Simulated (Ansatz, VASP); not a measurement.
## TaMo4 in VASP and in Ansatz

```xyz
10
Lattice="4.4456 -0.0528 0.5732 0.0360 5.5524 0.2341 1.3862 0.5990 6.7658" Properties=species:S:1:pos:R:3 pbc="T T T"
Ta    5.8480    3.0448    7.4443
Ta    5.8660    5.8210    7.5613
Mo    2.0613    1.4733    1.6641
Mo    2.0793    4.2494    1.7814
Mo    3.7849    1.2938    5.7683
Mo    3.8029    4.0702    5.8852
Mo    4.1111    0.4871    3.1907
Mo    4.1291    3.2631    3.3076
Mo    1.7351    2.2801    4.2420
Mo    1.7531    5.0564    4.3591
```

Change from the starting cell: the structure that the rattled cell fell into.

Alike in both runs: functional PBE; k mesh 4 × 4 × 4; occupations gaussian, width 0.1 eV; no spin polarisation.

Ansatz relaxed the structure, and its values are those at the end. VASP's run is a single point on that final structure, the one shown.

|  | VASP | Ansatz |
| --- | --- | --- |
| version | VASP 6.6.1 | Ansatz 0.2.0 |
| potentials or method | VASP PAW PBE potentials, release 64 (Ta_pv, Mo_sv), cutoff 520 eV | scalar-relativistic, plane waves, PAW |
| valence electrons in the cell | 134 | 138 |

Ansatz gave:

| Item | Value |
| --- | --- |
| gap on the k mesh at the Fermi level (eV) | none |
| pressure (GPa) | 0.1 |

Problem. What did VASP give for the same quantities?

Solution. gap on the k mesh at the Fermi level (eV): none; pressure (GPa): 0.5.

A gap of «none» marks a metal or a gap that the smearing closes. VASP's potentials hold 134 valence electrons a cell and Ansatz's 138, so a difference there can come from the potentials and not from the codes.

The k mesh is coarse, so the values compare programs but aren't converged. Spin-orbit coupling is off throughout.
